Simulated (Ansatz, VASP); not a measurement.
Two plane-wave programs on Se

```
Se
1.0
     4.38071    0.00000    0.00000
    -2.19035    3.79380    0.00000
     0.00000    0.00000    4.97006
Se
3
Direct
  0.22540 0.00000 0.33333
  0.00000 0.22540 0.66667
  0.77460 0.77460 0.00000
```

Change from the starting cell: volume scaled by 1.01, PAW files.

Alike in both runs: task electric field gradients; functional LDA; k mesh 6 × 6 × 5; occupations fermi-dirac, width 0.03 eV; no spin polarisation.

|  | VASP | Ansatz |
| --- | --- | --- |
| version | VASP 6.6.1 | Ansatz 0.2.0 |
| potentials or method | VASP PAW LDA potentials, release 64 (Se) | PAW with Ansatz's default frozen-core files, scalar-relativistic |
| plane-wave cutoff (eV) | 520 | 420 |
| valence electrons in the cell | 18 | 48 |

|  | VASP | Ansatz | Ansatz less VASP |
| --- | --- | --- | --- |
| gap on the k mesh at the Fermi level (eV) | 1.19 | 1.19 | +0.005 |
| pressure (GPa) | -1.6 | -1.8 | -0.20 |
| traceless stress, the component that is largest in VASP (GPa) | 0.73 | 0.65 | -0.077 |
| rms of the force components (eV/Å) | 0.092 | 0.065 | -0.0275 |
| size of Vzz on the site where it differs most (V/Å²) | 496.5 | 510.6 | +14.07 |

LDA's correlation is that of Perdew and Zunger in VASP and of Perdew and Wang (1992) in Ansatz. Atom by atom the forces differ by 0.028 eV/Å (rms over components). VASP's potentials hold 18 valence electrons a cell and Ansatz's 48, so a difference there can come from the potentials and not from the codes.
